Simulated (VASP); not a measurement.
# BP (I-4m2) in VASP: a series of runs

Runs on BP. Level: PBEsol. Tasks: single point.

Program: VASP 6.6.1. These are calculated values, not measurements. Logs are shortened: lines on timing, memory, paths and dates and some standing lists are left out, and cuts for length are marked.

### Step 1. The cell of the first run

It takes space group I-4m2 (No. 119, tetragonal). The conventional cell has a = 3.180 Å, b = 3.180 Å, c = 4.531 Å, α = 90.00°, β = 90.00°, γ = 90.00°. Within 2.6 Å of B (site symmetry -4m2) lie 4 P at 1.95 Å. P (site symmetry -4m2) has 4 B at 1.95 Å within 2.6 Å.

### Step 2. Single point, PBEsol (in-plane strain -0.005, then relaxed in part)

INCAR reads:

```
PREC     = Accurate       # precision mode
ENCUT    = 520            # plane-wave cutoff, eV
EDIFF    = 1E-7           # SCF threshold, eV
ISMEAR   = 0              # smearing method
SIGMA    = 0.01           # smearing width, eV
LREAL    = False          # projectors in reciprocal space
LASPH    = True           # aspherical terms in the spheres
NELM     = 80             # most SCF steps
ALGO     = Normal         # electronic algorithm
ISIF     = 2              # what is computed and relaxed
LWAVE    = False          # write WAVECAR
LCHARG   = True           # write CHGCAR
GGA      = PS             # functional
LELF     = True           # ELF
LVHAR    = True         
NBANDS   = 11             # bands
```

KPOINTS reads:

```
regular mesh
0
Gamma
  8 8 8
```

POSCAR reads:

```
BP
1.0
    2.2487714905      2.2487714905      0.0000000000
   -2.2487714905      2.2487714905      0.0000000000
    0.0000000000      2.2487714905      2.2657477490
B P
1 1
Direct
    0.0000000000      0.0000000000      0.0000000000
    0.7500000000      0.2500000000      0.5000000000
```

Potentials or basis: VASP PAW PBE potentials, release 64 (B, P).

The run is started by

```console
cat potpaw_PBE.64/B/POTCAR potpaw_PBE.64/P/POTCAR > POTCAR
mpirun -np 1 vasp_std > vasp.out
```

OUTCAR:

```text
PREC = Accurate
   ENCUT = 520
   EDIFF = 1E-7
   ISMEAR = 0
   LREAL = False
   LASPH = True
   NELM = 80
   ISIF = 2
   GGA = PS

 ion  position               nearest neighbor table
   1  0.000  0.000  0.000-   2 1.95   2 1.95   2 1.95   2 1.95
   2  0.750  0.250  0.500-   1 1.95   1 1.95   1 1.95   1 1.95

  LATTYP: Found a body centered tetragonal cell.
 ALAT       =     3.1802431405
 C/A-ratio  =     1.4248896382

  Lattice vectors:

 A1 = (   2.2487714905,   0.0000000000,  -2.2657477490)
 A2 = (  -2.2487714905,   0.0000000000,  -2.2657477490)
 A3 = (   0.0000000000,   2.2487714905,   2.2657477490)

Analysis of symmetry for initial positions (statically):
=====================================================================
 Subroutine PRICEL returns:
 Original cell was already a primitive cell.

 Routine SETGRP: Setting up the symmetry group for a
 body centered tetragonal supercell.

 Subroutine GETGRP returns: Found  8 space group operations
 (whereof  8 operations were pure point group operations)
 out of a pool of 16 trial point group operations.

The static configuration has the point symmetry D_2d.

Analysis of symmetry for dynamics (positions and initial velocities):
=====================================================================
 Subroutine PRICEL returns:
 Original cell was already a primitive cell.

 Routine SETGRP: Setting up the symmetry group for a
 body centered tetragonal supercell.

 Subroutine GETGRP returns: Found  8 space group operations
 (whereof  8 operations were pure point group operations)
 out of a pool of 16 trial point group operations.

The dynamic configuration has the point symmetry D_2d.

 Subroutine INISYM returns: Found  8 space group operations
 (whereof  8 operations are pure point group operations),
 and found     1 'primitive' translations

----------------------------------------------------------------------------------------

                                     Primitive cell

  volume of cell :      22.9157

  direct lattice vectors                    reciprocal lattice vectors
     2.248771490  2.248771490  0.000000000     0.222343623  0.222343623 -0.220677699
    -2.248771490  2.248771490  0.000000000    -0.222343623  0.222343623 -0.220677699
     0.000000000  2.248771490  2.265747749     0.000000000  0.000000000  0.441355398

  length of vectors
     3.180243141  3.180243141  3.192269738     0.384151038  0.384151038  0.441355398

  position of ions in fractional coordinates (direct lattice)
     0.000000000  0.000000000  0.000000000
     0.750000000  0.250000000  0.500000000

  ion indices of the primitive-cell ions
   primitive index   ion index
                 1           1
                 2           2

----------------------------------------------------------------------------------------

 KPOINTS: regular mesh

Automatic generation of k-mesh.
 Grid dimensions read from file:
 generate k-points for:    8    8    8

 Generating k-lattice:

  Cartesian coordinates                     Fractional coordinates (reciprocal lattice)
     0.027792953  0.027792953 -0.027584712     0.125000000  0.000000000 -0.000000000
    -0.027792953  0.027792953 -0.027584712     0.000000000  0.125000000 -0.000000000
     0.000000000  0.000000000  0.055169425     0.000000000  0.000000000  0.125000000

  Length of vectors
     0.048018880  0.048018880  0.055169425

  Shift w.r.t. Gamma in fractional coordinates (k-lattice)
     0.000000000  0.000000000  0.000000000

 Subroutine IBZKPT returns following result:
 ===========================================

 Found     59 irreducible k-points:

 Following reciprocal coordinates:
            Coordinates               Weight
  0.000000  0.000000  0.000000      1.000000
  0.125000  0.000000 -0.000000      8.000000
  0.250000  0.000000 -0.000000      8.000000
  0.375000  0.000000  0.000000      8.000000
  0.500000  0.000000 -0.000000      4.000000
  0.125000  0.125000 -0.000000      8.000000
[... 16 lines left out ...]
  0.250000  0.000000  0.125000      4.000000
  0.375000  0.000000  0.125000      8.000000
 [... further k-points ...]
   k-points           NKPTS =     59   k-points in BZ     NKDIM =     59   number of bands    NBANDS=     11
   number of dos      NEDOS =    301   number of ions     NIONS =      2
   total plane-waves  NPLWV =  13824
   dimension x,y,z NGX =    24 NGY =   24 NGZ =   24
   dimension x,y,z NGXF=    48 NGYF=   48 NGZF=   48
   ions per type =               1   1
   NGX,Y,Z   is equivalent  to a cutoff of  12.55, 12.55, 12.50 a.u.
   NGXF,Y,Z  is equivalent  to a cutoff of  25.09, 25.09, 25.00 a.u.
 SYSTEM =  unknown system
   PREC   = accura    normal or accurate (medium, high low for compatibility)
   ISTART =      0    job   : 0-new  1-cont  2-samecut
   ICHARG =      2    charge: 1-file 2-atom 10-const
   ISPIN  =      1    spin polarized calculation?
   LNONCOLLINEAR =      F non collinear calculations
   LSORBIT =      F    spin-orbit coupling
   LASPH  =      T    aspherical Exc in radial PAW
   ENCUT  =  520.0 eV  38.22 Ry    6.18 a.u.   5.91  5.91  5.94*2*pi/ulx,y,z
   NELM   =     80;   NELMIN=  2; NELMDL= -5     # of ELM steps
   EDIFF  = 0.1E-06   stopping-criterion for ELM
   LREAL  =      F    real-space projection
   EDIFFG = 0.1E-05   stopping-criterion for IOM
   NSW    =      0    number of steps for IOM
   IBRION =     -1    ionic relax: 0-MD 1-quasi-New 2-CG
   NFREE  =      0    steps in history (QN), initial steepest desc. (CG)
   ISIF   =      2    stress and relaxation
   ISYM   =      2    0-nonsym 1-usesym 2-fastsym
   POTIM  = 0.5000    time-step for ionic-motion
   TEBEG  =    0.0;   TEEND  =   0.0 temperature during run
   PSTRESS=    0.0 pullay stress
   NELECT =       8.0000    total number of electrons
   NUPDOWN=      -1.0000    fix difference up-down
   EMIN   =  10.00;   EMAX   =-10.00  energy-range for DOS
   EFERMI =   0.00;   METHOD = LEGACY
   ISMEAR =     0;   SIGMA  =   0.01  broadening in eV -4-tet -1-fermi 0-gaus
   EFERMI_NEDOS =   21; number of points for ismear=-14 and -15
   IALGO  =     38    algorithm
   IMIX   =      4    mixing-type and parameters
     AMIX     =   0.40;   BMIX     =  1.00
     AMIX_MAG =   1.60;   BMIX_MAG =  1.00
  volume/ion in A,a.u.               =      11.46        77.32
  Fermi-wavevector in a.u.,A,eV,Ry     =   1.152730  2.178343 18.079223  1.328785
  Thomas-Fermi vector in A             =   2.289379
   LORBIT       =      0    0 simple, 1 ext, 2 COOP (PROOUT), +10 PAW based schemes
   GGA     = PS    functional components
   LHFCALC =     F    Hartree Fock is set to
   AEXX    =    0.0000 exact exchange contribution
   IVDW    =     0    specifies the selected vdW correction
   LEPSILON=     F    determine dielectric tensor
   LRPA    =     F    only Hartree local field effects (RPA)
 non-spin polarized calculation
 Gauss-broadening in eV      SIGMA  =   0.01
  energy-cutoff  :      520.00
  volume of cell :       22.92
 maximum number of plane-waves:       636
   NGX = 11   NGY = 11   NGZ = 11

 number of electron       8.0000001 magnetization

 Free energy of the ion-electron system (eV)
  ---------------------------------------------------
  ext. energy  EPLUGINS =         0.00000000
  ---------------------------------------------------
  free energy    TOTEN  =       -13.66994406 eV

  energy without entropy =      -13.66994406  energy(sigma->0) =      -13.66994406

 E-fermi :   7.7579     XC(G=0): -11.1271

 val. band max:        7.6617119274   @ k =   0.0000   0.0000   0.0000
 cond. band min:       8.7448102752   @ k =  -0.3750   0.3750   0.0000
 fundamental gap:      1.0830983478
 Fermi energy:         7.7579350385

 k-point     1 :       0.0000    0.0000    0.0000
  band No.  band energies     occupation
      1      -8.0355      2.00000
      2       7.5868      2.00000
      3       7.6617      2.00000
      4       7.6617      2.00000
      5      11.0089      0.00000
      6      11.0089      0.00000
      7      11.0502      0.00000
      8      15.2730      0.00000
      9      19.0127      0.00000
     10      19.7114      0.00000
     11      19.9167      0.00000

 k-point     2 :       0.1250    0.0000   -0.0000
  band No.  band energies     occupation
      1      -7.7490      2.00000
      2       5.7451      2.00000
      3       7.1677      2.00000
      4       7.2255      2.00000
      5      11.5645      0.00000
      6      11.6194      0.00000
      7      11.6572      0.00000
      8      16.0212      0.00000
      9      18.7699      0.00000
     10      18.9241      0.00000
     11      19.8766      0.00000

 k-point     3 :       0.2500    0.0000   -0.0000
  band No.  band energies     occupation
      1      -6.9073      2.00000
      2       2.6990      2.00000
      3       6.4561      2.00000
      4       6.5326      2.00000
      5      11.6764      0.00000
      6      12.3908      0.00000
      7      12.4094      0.00000
      8      17.3305      0.00000
      9      18.5544      0.00000
     10      18.6053      0.00000
     11      20.6214      0.00000

 k-point     4 :       0.3750    0.0000    0.0000
  band No.  band energies     occupation
      1      -5.6119      2.00000
      2      -0.0846      2.00000
      3       5.9647      2.00000
      4       6.0576      2.00000
      5      11.5401      0.00000
      6      12.3942      0.00000
      7      12.4542      0.00000
      8      17.7135      0.00000
      9      20.2714      0.00000
     10      20.3171      0.00000
     11      21.4896      0.00000
[... 239 lines left out ...]
 k-point    22 :       0.0000    0.0000    0.1250
  band No.  band energies     occupation
      1      -7.6570      2.00000
      2       6.4172      2.00000
      3       6.4520      2.00000
      4       6.4520      2.00000
      5      10.4031      0.00000
      6      12.6442      0.00000
      7      12.6442      0.00000
      8      15.3491      0.00000
      9      17.9669      0.00000
     10      20.2208      0.00000
     11      20.3244      0.00000

 k-point    23 :       0.2500    0.0000    0.1250
  band No.  band energies     occupation
      1      -7.2727      2.00000
      2       4.5404      2.00000
      3       5.2396      2.00000
      4       7.2329      2.00000
      5      11.7716      0.00000
      6      12.1118      0.00000
      7      12.7836      0.00000
      8      16.1043      0.00000
      9      17.4667      0.00000
     10      19.9918      0.00000
     11      21.0715      0.00000

 k-point    24 :       0.3750    0.0000    0.1250
  band No.  band energies     occupation
      1      -6.2632      2.00000
      2       1.8477      2.00000
      3       4.4344      2.00000
      4       6.5243      2.00000
      5      12.1729      0.00000
      6      12.5985      0.00000
      7      13.2864      0.00000
      8      16.5517      0.00000
      9      17.5273      0.00000
     10      20.9013      0.00000
     11      22.5479      0.00000

 [... further k-points ...]

------------------------ aborting loop because EDIFF is reached ----------------------------------------

  FORCE on cell =-STRESS in cart. coord.  units (eV):
  Direction    XX          YY          ZZ          XY          YZ          ZX
  --------------------------------------------------------------------------------------
  -------------------------------------------------------------------------------------
  Total        0.2988230      0.2988230      0.0091047      0.0000000      0.0000000      0.0000000
  in kB       20.8925973     20.8925973      0.6365639      0.0000000      0.0000000      0.0000000
  external PRESSURE =      14.1405861 kB  Pullay stress =       0.0000000 kB

 VOLUME and BASIS-vectors are now :
 -----------------------------------------------------------------------------
  energy-cutoff  :      520.00
  volume of cell :       22.92
      direct lattice vectors                 reciprocal lattice vectors
     2.248771490  2.248771490  0.000000000     0.222343623  0.222343623 -0.220677699
    -2.248771490  2.248771490  0.000000000    -0.222343623  0.222343623 -0.220677699
     0.000000000  2.248771490  2.265747749     0.000000000  0.000000000  0.441355398

 POSITION                                       TOTAL-FORCE (eV/Angst)
 -----------------------------------------------------------------------------------
      0.00000      0.00000      0.00000         0.000000     -0.000000      0.000000
      1.12439      3.37316      1.13287        -0.000000      0.000000      0.000000
 -----------------------------------------------------------------------------------
    total drift:                                0.000000      0.000000     -0.000000

  FREE ENERGIE OF THE ION-ELECTRON SYSTEM (eV)
  ---------------------------------------------------
  free  energy   TOTEN  =       -13.6699440610 eV

  energy  without entropy=      -13.6699440610  energy(sigma->0) =      -13.66994406
```

Wall time 4.7 s (1 thread of Intel Xeon 6975P-C (Granite Rapids), shared host); peak memory 0.14 GiB.

Results:

```
Free energy            : -13.6699 eV
Pressure               : 1.4 GPa
Band gap on the k mesh : 1.08 eV, indirect (least direct gap 3.35 eV)
```

Levels at points of the mesh, in eV from the valence-band top:
```csv
k point,band 2,band 3,band 4,band 5,band 6,band 7
"(0.00, 0.00, 0.00)",-0.07,0.00,0.00,3.35,3.35,3.39
"(0.50, 0.00, 0.00)",-9.26,-1.86,-1.77,3.81,4.61,4.68
"(0.50, 0.50, 0.00)",-8.70,-4.28,-4.26,1.13,1.44,12.17
"(0.00, 0.00, 0.50)",-8.77,-4.19,-4.19,1.22,1.55,12.26
```

Caveat: the cell differs from its parent crystal (in-plane strain -0.005, then relaxed in part); the PAW data sets were made with another functional, which shifts forces and pressure a little. A k mesh can miss the band edges.

### Step 3. Single point, PBEsol (in-plane strain -0.005)

INCAR reads:

```
PREC = Accurate ; ENCUT = 520
EDIFF = 1E-6 ; ISMEAR = 0
SIGMA = 0.01 ; LREAL = F
LASPH = T ; NELM = 100
ALGO = Normal ; ISIF = 2
LWAVE = F ; LCHARG = T
GGA = PS ; LELF = T
LVHAR = T ; NBANDS = 11
```

KPOINTS is that of step 2.

Edit POSCAR of step 2 so:

```diff
@@ -4,3 +4,3 @@
    -2.2487714905      2.2487714905      0.0000000000
-    0.0000000000      2.2487714905      2.2657477490
+    0.0000000000      2.2487714905      2.2668520653
 B P
```

Potentials or basis: VASP PAW PBE potentials, release 64 (B, P).

The run is started by

```console
cat potpaw_PBE.64/B/POTCAR potpaw_PBE.64/P/POTCAR > POTCAR
mpirun -np 1 vasp_std > vasp.out
```

Wall time 4.8 s (1 thread of Intel Xeon 6975P-C (Granite Rapids), shared host); peak memory 0.14 GiB.

It converged, with:

```
Free energy            : -13.6699 eV
Pressure               : 1.3 GPa
Band gap on the k mesh : 1.08 eV, indirect (least direct gap 3.34 eV)
```

Stress tensor (GPa, compression positive):
```
 2.05  0.00  0.00
 0.00  2.05  0.00
 0.00  0.00 -0.11
```

Levels at points of the mesh, in eV from the valence-band top:
| k point | band 1 | band 2 | band 3 | band 4 | band 5 | band 6 | band 7 | band 8 | band 9 |
| --- | --- | --- | --- | --- | --- | --- | --- | --- | --- |
| (0.00, 0.00, 0.00) | -15.69 | -0.08 | 0.00 | 0.00 | 3.34 | 3.34 | 3.39 | 7.60 | 11.35 |
| (0.50, 0.00, 0.00) | -12.27 | -9.26 | -1.87 | -1.76 | 3.81 | 4.61 | 4.68 | 9.97 | 14.64 |
| (0.50, 0.50, 0.00) | -10.69 | -8.70 | -4.28 | -4.26 | 1.13 | 1.43 | 12.15 | 12.33 | 15.35 |
| (0.00, 0.00, 0.50) | -10.77 | -8.77 | -4.18 | -4.18 | 1.22 | 1.55 | 12.25 | 12.25 | 15.27 |

Caveat: the cell differs from its parent crystal (in-plane strain -0.005); the PAW data sets were made with another functional, which shifts forces and pressure a little.

### Step 4. Single point, PBEsol (in-plane strain +0.005, then relaxed in part)

INCAR reads:

```
SYSTEM = BP
ALGO = Normal ; EDIFF = 1E-7
ENCUT = 520 ; GGA = PS
ISIF = 2 ; ISMEAR = 0
LASPH = .True. ; LCHARG = .True.
LELF = .True. ; LREAL = .False.
LVHAR = .True. ; LWAVE = .False.
NBANDS = 11 ; NELM = 100
PREC = Accurate ; SIGMA = 0.01
```

KPOINTS reads:

```
k-points
0
Gamma
  8 8 8
  0 0 0
```

POSCAR reads:

```
BP
1.0
    2.2713722090      2.2713722090      0.0000000000
   -2.2713722090      2.2713722090      0.0000000000
    0.0000000000      2.2713722090      2.2546146610
B P
1 1
Direct
    0.0000000000      0.0000000000      0.0000000000
    0.7500000000      0.2500000000      0.5000000000
```

The run is started by

```console
cat potpaw_PBE.64/B/POTCAR potpaw_PBE.64/P/POTCAR > POTCAR
mpirun -np 1 vasp_std > vasp.out
```

It took 5 s on 1 thread of Intel Xeon 6975P-C (Granite Rapids), shared host; peak memory 0.14 GiB.

The run converged. Its results:

| Quantity | Value |
| --- | --- |
| Free energy | -13.6704 eV |
| Pressure | -1.1 GPa |
| Band gap on the k mesh | 1.05 eV, indirect (least direct gap 3.29 eV) |

Stress tensor (GPa, compression positive):
```
-1.79  0.00  0.00
 0.00 -1.79  0.00
 0.00  0.00  0.14
```

Levels at points of the mesh, in eV from the valence-band top:
```tsv
k point	band 1	band 2	band 3	band 4	band 5	band 6	band 7	band 8	band 9
(0.00, 0.00, 0.00)	-15.58	-0.07	-0.07	0.00	3.29	3.33	3.33	7.36	11.22
(0.50, 0.00, 0.00)	-12.22	-9.18	-1.87	-1.77	3.70	4.57	4.65	9.90	14.48
(0.50, 0.50, 0.00)	-10.71	-8.69	-4.19	-4.18	1.20	1.50	12.01	12.16	15.10
(0.00, 0.00, 0.50)	-10.64	-8.62	-4.26	-4.26	1.11	1.39	12.08	12.08	15.19
```

Caveat: the cell differs from its parent crystal (in-plane strain +0.005, then relaxed in part); the PAW data sets were made with another functional, which shifts forces and pressure a little.

(Continued in part 2 of 2.)
